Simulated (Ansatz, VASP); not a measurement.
## Ti2W3: VASP beside Ansatz

```xyz
5
Lattice="0.0000 2.2667 11.3801 1.5957 0.0000 11.3801 1.5957 2.2667 0.0000" Properties=species:S:1:pos:R:3 pbc="T T T"
Ti    1.5957    2.2667    4.4344
Ti    1.5957    2.2667   18.3258
W     0.0000    0.0000    0.0000
W     1.5957    2.2667   13.6088
W     1.5957    2.2667    9.1514
```

Alike in both runs: task single point; functional PBE; k mesh 6 × 6 × 6; occupations gaussian, width 0.1 eV; collinear spin.

|  | VASP | Ansatz |
| --- | --- | --- |
| version | VASP 6.6.1 | Ansatz 0.2.0 |
| potentials or method | VASP PAW PBE potentials, release 64 (Ti_sv, W_sv), cutoff 520 eV | scalar-relativistic, plane waves, PAW |
| valence electrons in the cell | 66 | 66 |

```tsv
	VASP	Ansatz	Ansatz less VASP
gap on the k mesh at the Fermi level (eV)	none	none	-
pressure (GPa)	0.3	0.1	-0.18
traceless stress, the component that is largest in VASP (GPa)	-0.08	-0.10	-0.016
rms of the force components (eV/Å)	0.006	0.004	-0.0021
net moment per atom (μB)	0.00	0.00	0.000
```

Atom by atom the forces differ by 0.010 eV/Å (rms over components). A gap of «none» marks a metal or a gap that the smearing closes. The functional is the same, so the differences come from potentials, cutoffs and numerics. Ansatz's warnings: seeded moment not kept.

The k mesh is coarse, so the values compare programs but aren't converged. Spin-orbit coupling is off throughout.
